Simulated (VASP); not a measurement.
Write the native input for VASP 6.6.1 that does the following.

```yaml
Task: single point
Functional: PBEsol
Potentials_or_basis: VASP PAW PBE potentials, release 64 (Al)
Cutoff: 520 eV
k_mesh: 10 × 8 × 1
Occupations: gaussian, width 0.1 eV
Spin: no spin polarisation
Dipole_correction: yes
Further_INCAR_settings: ALGO = Fast; EDIFF = 1e-07; NBANDS = 32; ISYM = 0
```

The structure of Al lies in POSCAR:

```
Al
1.0
    4.0155561815      0.0000000000      0.0000000000
   -2.0077780908      4.4895282947      0.0000000000
    0.0000000000      0.0000000000     25.7748679073
Al
13
Direct
    0.7000000000      0.4000000000      0.2909811227
    0.4000000000      0.8000000000      0.3258176022
    0.1000000000      0.2000000000      0.3606540818
    0.8000000000      0.6000000000      0.3954905613
    0.5000000000      0.0000000000      0.4303270409
    0.2000000000      0.4000000000      0.4651635204
    0.9000000000      0.8000000000      0.5000000000
    0.6000000000      0.2000000000      0.5348364796
    0.3000000000      0.6000000000      0.5696729591
    0.0000000000      0.0000000000      0.6045094387
    0.7000000000      0.4000000000      0.6393459182
    0.4000000000      0.8000000000      0.6741823978
    0.1000000000      0.2000000000      0.7090188773
```

The input as run:

INCAR

```
SYSTEM = Al
  ALGO = Fast
  DIPOL = 0.5 0.5 0.500
  EDIFF = 1E-7
  ENCUT = 520
  GGA = PS
  IDIPOL = 3
  ISIF = 2
  ISMEAR = 0
  ISYM = 0
  LASPH = .TRUE.
  LCHARG = .FALSE.
  LDIPOL = .TRUE.
  LREAL = .FALSE.
  LWAVE = .FALSE.
  NBANDS = 32
  NELM = 100
  PREC = Accurate
  SIGMA = 0.1
```

KPOINTS

```
k-points
0
G
  10 8 1
  0 0 0
```

Potentials or basis: VASP PAW PBE potentials, release 64 (Al).

Run with:

```console
$ cat potpaw_PBE.64/Al/POTCAR > POTCAR
$ mpirun -np 1 vasp_std > vasp.out
```

Results of the run:

- Largest force: 0.322 eV/Å
- Band gap on the k mesh: zero (an odd number of electrons rules out a gap without spin polarisation)

Caveat: the PAW data sets were made with another functional, which shifts forces and pressure a little.

Run time: 35 min on 1 thread of Intel Xeon 8259CL, with other jobs on the host, peak memory 0.78 GiB.
